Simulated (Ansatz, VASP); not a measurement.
**Cu: VASP beside Ansatz**

```
CELL_PARAMETERS angstrom
0.00000 1.78833 1.78833
1.78833 0.00000 1.78833
1.78833 1.78833 0.00000
ATOMIC_POSITIONS crystal
Cu 0.00000 0.00000 0.00000
```

Alike in both runs: functional r2SCAN; k mesh 20 × 20 × 20; occupations gaussian, width 0.1 eV; no spin polarisation.

Ansatz relaxed the structure, and its values are those at the end. VASP's run is a single point on that final structure, the one shown.

|  | VASP | Ansatz |
| --- | --- | --- |
| version | VASP 6.6.1 | Ansatz 0.2.0 |
| potentials or method | VASP PAW PBE potentials, release 64 (Cu), cutoff 520 eV | scalar-relativistic, plane waves, PAW |
| valence electrons in the cell | 11 | 19 |

Ansatz gave:

```
gap on the k mesh at the Fermi level (eV) : none
pressure (GPa)                            : 0.0
```

Estimate VASP's values.

gap on the k mesh at the Fermi level (eV): none; pressure (GPa): 0.5.

VASP's potentials were made for PBE, not for r2SCAN. A gap of «none» marks a metal or a gap that the smearing closes. The functional is the same, so the differences come from potentials, cutoffs and numerics. VASP's potentials hold 11 valence electrons a cell and Ansatz's 19, so a difference there can come from the potentials and not from the codes.
